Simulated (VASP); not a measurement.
Input of a VASP 6.6.1 run:

File INCAR:

```
PREC = Accurate
ENCUT = 520
EDIFF = 1E-7
ISMEAR = 0
SIGMA = 0.05
LREAL = F
LASPH = T
NELM = 60
ALGO = Normal
ISIF = 2
LWAVE = F
LCHARG = F
GGA = PS
NBANDS = 22
```

Contents of KPOINTS:

```
Automatic mesh
0
Gamma
  14 14 10
```

POSCAR

```
YbB2
1.0
    3.2398030938      0.0000000000      0.0000000000
   -1.6199015469      2.8057517825      0.0000000000
    0.0000000000      0.0000000000      3.8455016295
Yb B
1 2
Direct
    0.0000000000      0.0000000000      0.0000000000
    0.3333333333      0.6666666667      0.5000000000
    0.6666666667      0.3333333333      0.5000000000
```

Potentials or basis: VASP PAW PBE potentials, release 64 (Yb, B).

Run with:

```bash
$ cat potpaw_PBE.64/Yb/POTCAR potpaw_PBE.64/B/POTCAR > POTCAR
$ mpirun -np 1 vasp_std > vasp.out
```

(1) What does it give for the pressure?

(2) Estimate the band gap on the k mesh.

Results:

(1) -5.1 GPa.

(2) zero (bands 15 and 16 overlap by 1.29 eV).

Caveat: the cell stands under tension; the PAW data sets were made with another functional, which shifts forces and pressure a little; spin-orbit coupling is left out, which moves the levels of the heavy elements.
